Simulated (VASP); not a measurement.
Li, 3 atoms in the cell. It takes space group R-3m (No. 166, trigonal). Conventional cell: a = 2.975 Å, b = 2.975 Å, c = 21.757 Å, α = 90.00°, β = 90.00°, γ = 120.00°. Within 3.9 Å of Li (site symmetry -3m) lie 12 Li at 2.96 to 2.98 Å. Within 3.9 Å of Li (site symmetry 3m) lie 12 Li at 2.96 to 2.98 Å. 

```yaml
Program: VASP 6.6.1
Task: single point
Functional: RPBE
Potentials_or_basis: VASP PAW PBE potentials, release 64 (Li_sv)
Cutoff: 520 eV
k_mesh: 13 × 13 × 13
Occupations: fermi-dirac, width 0.1 eV
Spin: no spin polarisation
Dipole_correction: no
Further_INCAR_settings: ALGO = Normal; EDIFF = 1e-07; NBANDS = 12
```

Potentials or basis: VASP PAW PBE potentials, release 64 (Li_sv).

The run is started by

```console
$ cat potpaw_PBE.64/Li_sv/POTCAR > POTCAR
$ mpirun -np 1 vasp_std > vasp.out
```

Hardware: 1 thread of Oxide Virtual Turin-like Processor, with other jobs on the host.

Estimate the wall time of this run.

Wall time 9 min on 1 thread of Oxide Virtual Turin-like Processor, with other jobs on the host, peak memory 0.4 GiB. Counts: scf iterations 12, k points 231.
